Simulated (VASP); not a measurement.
Co:

```
Co
1.0
     2.49352    0.00000    0.00000
    -1.24676    2.15945    0.00000
     0.00000    0.00000    4.02778
Co
2
Cartesian
  0.0000 1.4396 1.0069
  1.2468 0.7198 3.0208
```

Program: VASP 6.6.1. Alike in all runs: task single point; level PBE; potentials or basis VASP PAW PBE potentials, release 64 (Co); spin collinear, ferromagnetic start; cell as given; cutoff (eV) 520. Hardware: 1 thread of Intel(R) Xeon(R) 6975P-C (Granite Rapids), on a shared host.

Q: Order these runs on this cell by their wall time, lowest first.
A. k mesh 14 × 14 × 8; smearing fermi-dirac 0.2 eV
B. k mesh 9 × 9 × 5; smearing fermi-dirac 0.05 eV
C. k mesh 4 × 4 × 2; smearing fermi-dirac 0.05 eV

A: C (5.7 s), B (17 s), A (40 s).

Caveats: some runs use coarse meshes.
